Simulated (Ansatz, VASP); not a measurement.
## MnO2 in VASP and in Ansatz

```
CELL_PARAMETERS angstrom
4.39830 0.00000 0.00000
0.00000 4.39830 0.00000
0.00000 0.00000 2.87300
ATOMIC_POSITIONS crystal
Mn 0.00000 0.00000 0.00000
Mn 0.50000 0.50000 0.50000
O 0.30515 0.30515 0.00000
O 0.19485 0.80515 0.50000
O 0.69485 0.69485 0.00000
O 0.80515 0.19485 0.50000
```

Alike in both runs: task single point; functional PBE; k mesh 5 × 5 × 7; occupations gaussian, width 0.3 eV; no spin polarisation.

```csv
,VASP,Ansatz
version,VASP 6.6.1,Ansatz 0.2.0
potentials or method,"VASP PAW PBE potentials, release 64 (Mn_pv, O), cutoff 520 eV","PAW, plane waves, scalar-relativistic"
valence electrons in the cell,50,54
```

|  | VASP | Ansatz | Ansatz less VASP |
| --- | --- | --- | --- |
| pressure (GPa) | -4.7 | -5.7 | -0.94 |
| traceless stress, the component that is largest in VASP (GPa) | -3.66 | -3.99 | -0.331 |
| rms of the force components (eV/Å) | 0.133 | 0.121 | -0.0124 |

Atom by atom the forces differ by 0.012 eV/Å (rms over components). The functional is the same, so the differences come from potentials, cutoffs and numerics. VASP's potentials hold 50 valence electrons a cell and Ansatz's 54, so a difference there can come from the potentials and not from the codes.
